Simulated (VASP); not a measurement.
Set up this calculation in VASP 6.6.1, as the native input.

- Task: single point
- Functional: PBE
- Potentials or basis: VASP PAW PBE potentials, release 64 (Al, Ni)
- Cutoff: 520 eV
- k mesh: 16 × 16 × 16
- Occupations: gaussian, width 0.15 eV
- Spin: no spin polarisation
- Dipole correction: no
- Further INCAR settings: ALGO = Normal; EDIFF = 1e-06; NBANDS = 14

The structure of AlNi lies in POSCAR:

```
AlNi
1.0
    2.8927237805      0.0000000000      0.0000000000
    0.0000000000      2.8927237805      0.0000000000
    0.0000000000      0.0000000000      2.8927237805
Al Ni
1 1
Direct
    0.0000000000      0.0000000000      0.0000000000
    0.5000000000      0.5000000000      0.5000000000
```

The input as run:

INCAR

```
ALGO = Normal
EDIFF = 1E-6
ENCUT = 520
GGA = PE
ISIF = 2
ISMEAR = 0
LASPH = T
LCHARG = T
LELF = T
LREAL = F
LVHAR = T
LWAVE = F
NBANDS = 14
NELM = 60
PREC = Accurate
SIGMA = 0.15
```

KPOINTS

```
k-points
0
Gamma
  16 16 16
```

Potentials or basis: VASP PAW PBE potentials, release 64 (Al, Ni).

Run with:

```console
$ cat potpaw_PBE.64/Al/POTCAR potpaw_PBE.64/Ni/POTCAR > POTCAR
$ mpirun -np 1 vasp_std > vasp.out
```

It gave:

- Pressure: 0.0 GPa

Run time: 21 s on 1 thread of Intel(R) Xeon(R) Platinum 8488C (Sapphire Rapids) (shared host), peak memory 0.15 GiB.
